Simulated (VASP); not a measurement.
Here is a VASP 6.6.1 calculation.

File INCAR:

```
PREC = Accurate
ENCUT = 520
EDIFF = 1E-7
ISMEAR = -1
SIGMA = 0.03
LREAL = False
LASPH = True
NELM = 100
ALGO = Normal
ISIF = 2
LWAVE = False
LCHARG = True
GGA = PE
LELF = True
LVHAR = True
NBANDS = 18
```

Contents of KPOINTS:

```
Automatic mesh
0
Gamma
  13 13 7
```

Contents of POSCAR:

```
Sc
1.0
    3.3630501282      0.0000000000      0.0000000000
   -1.6815250641      2.9124868452      0.0000000000
    0.0000000000      0.0000000000      5.3543760077
Sc
2
Direct
    0.3333333333      0.6666666667      0.2500000000
    0.6666666667      0.3333333333      0.7500000000
```

Potentials or basis: VASP PAW PBE potentials, release 64 (Sc_sv).

The run is started by

```sh
$ cat potpaw_PBE.64/Sc_sv/POTCAR > POTCAR
$ mpirun -np 1 vasp_std > vasp.out
```

(1) Predict the band gap on the k mesh.

(2) What does it give for the pressure?

Answers

(1) zero (band 11 reaches 4.03 eV, above the bottom of band 12 at 2.90 eV).

(2) -3.0 GPa.
